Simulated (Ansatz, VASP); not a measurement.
## Ir in VASP and in Ansatz

```
Ir
1.0
     0.00000    1.93091    1.93091
     1.93091    0.00000    1.93091
     1.93091    1.93091    0.00000
Ir
1
Direct
  0.00000 0.00000 0.00000
```

Alike in both runs: task single point; functional LDA; k mesh 23 × 23 × 23; occupations fermi-dirac, width 0.05 eV; collinear spin.

|  | VASP | Ansatz |
| --- | --- | --- |
| version | VASP 6.6.1 | Ansatz 0.2.0 |
| potentials or method | VASP PAW LDA potentials, release 64 (Ir), cutoff 520 eV | plane waves (420 eV) with PAW, scalar-relativistic |
| valence electrons in the cell | 9 | 17 |

|  | VASP | Ansatz | Ansatz less VASP |
| --- | --- | --- | --- |
| pressure (GPa) | -12.4 | -14.6 | -2.17 |
| net moment per atom (μB) | 0.00 | 0.00 | 0.000 |

Ansatz warns that its potentials were made for another functional, while VASP's fit it. LDA's correlation is that of Perdew and Zunger in VASP and of Perdew and Wang (1992) in Ansatz. VASP's potentials hold 9 valence electrons a cell and Ansatz's 17, so a difference there can come from the potentials and not from the codes. Ansatz's warnings: seeded moment not kept.

Neither program's run includes spin-orbit coupling.
